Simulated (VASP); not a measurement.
Crystal: In3P.

```
CELL_PARAMETERS angstrom
3.04540 1.75826 3.27828
-3.04540 1.75826 3.27828
0.00000 -3.51652 3.27828
ATOMIC_POSITIONS crystal
In 0.00000 0.00000 0.50000
In 0.50000 0.00000 0.00000
In 0.00000 0.50000 0.00000
P 0.00000 0.00000 0.00000
```

The cell was generated, and may not be a known phase.

```yaml
Program: VASP 6.6.1
Task: relaxation of cell and atoms
Functional: PBE
Potentials_or_basis: VASP PAW PBE potentials, release 64 (In_d, P)
Cutoff: 600 eV
k_mesh: 6 × 6 × 6
Occupations: gaussian, width 0.1 eV
Spin: no spin polarisation
```

At the start: pressure 18.1 GPa; volume 26.33 Å³/atom.

Question: How do energy, volume and symmetry change on relaxing?

Answer: Over 13 steps the energy falls by 529.4 meV/atom and the volume is 35.47 Å³/atom (+34.7 %); space group R-3m (No. 166, to 0.1 Å) before and after.

The path:
```tsv
step	energy change (eV)	largest force (eV/Å)	pressure (GPa)	volume (Å³)
1	0.0000	0.0000	18.08	105.32
2	-1.8029	0.0000	-0.49	157.34
3	-1.8045	0.0000	0.11	151.37
4	-1.8067	0.0000	-0.20	154.24
5	-1.8525	0.0000	-0.33	153.78
6	-1.9799	0.0000	-0.76	151.93
7	-2.0978	0.0000	-0.79	146.19
8	-2.0943	0.0000	-0.95	148.22
9	-2.1008	0.0000	-0.92	147.49
10	-2.0873	0.0000	1.27	135.87
11	-2.1163	0.0000	-0.11	142.35
12	-2.1163	0.0000	-0.09	142.24
13	-2.1175	0.0000	0.00	141.89
```

Final structure:
```
In P
1.0
     3.05163    1.76186    4.39845
    -3.05163    1.76186    4.39845
     0.00000   -3.52372    4.39845
In P
3 1
Direct
  0.00000 0.00000 0.50000
  0.50000 0.00000 0.00000
  0.00000 0.50000 0.00000
  0.00000 0.00000 0.00000
```

Caveat: the volume moved by over 15 % at a fixed basis, so the end points are rough.
